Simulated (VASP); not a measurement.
Set up this calculation in VASP 6.6.1, as the native input.

```
Task                   : single point
Functional             : PBE
Potentials or basis    : VASP PAW PBE potentials, release 64 (Ba_sv, Ti_sv, O)
Cutoff                 : 520 eV
k mesh                 : 8 × 8 × 8
Occupations            : fermi-dirac, width 0.02 eV
Spin                   : no spin polarisation
Dipole correction      : no
Further INCAR settings : ALGO = Normal; EDIFF = 1e-06; NBANDS = 28
```

The structure of BaTiO3 lies in POSCAR:

```
BaTiO3
1.0
    2.7894507181      1.6104901230      2.2864074699
   -2.7894507181      1.6104901230      2.2864074699
    0.0000000000     -3.2209802460      2.2864074699
Ba Ti O
1 1 3
Direct
    0.0007364890      0.0007364890      0.0007364890
    0.4930616900      0.4930616900      0.4930616900
    0.5083215773      0.5083215773      0.0108586664
    0.0108586664      0.5083215773      0.5083215773
    0.5083215773      0.0108586664      0.5083215773
```

This cell differs from its parent crystal: volume scaled by 0.96, then relaxed in part.

These files were run (other wordings do the same):

INCAR

```
ALGO = Normal ; EDIFF = 1E-6
ENCUT = 520 ; GGA = PE
ISIF = 2 ; ISMEAR = -1
LASPH = T ; LCHARG = F
LREAL = F ; LWAVE = F
NBANDS = 28 ; NELM = 80
PREC = Accurate ; SIGMA = 0.02
```

KPOINTS

```
k-points
0
Gamma
  8 8 8
```

Potentials or basis: VASP PAW PBE potentials, release 64 (Ba_sv, Ti_sv, O).

Command:

```sh
$ cat potpaw_PBE.64/Ba_sv/POTCAR potpaw_PBE.64/Ti_sv/POTCAR potpaw_PBE.64/O/POTCAR > POTCAR
$ mpirun -np 1 vasp_std > vasp.out
```

It gave:

* Pressure: 12.6 GPa
* Largest force: 0.039 eV/Å
* Band gap on the k mesh: 2.05 eV, indirect (least direct gap 2.25 eV)

Caveat: spin-orbit coupling is left out, which moves the levels of the heavy elements.

Wall time 52 s on 1 thread of Intel(R) Xeon(R) 6975P-C (Granite Rapids), on a shared host, peak memory 0.23 GiB.
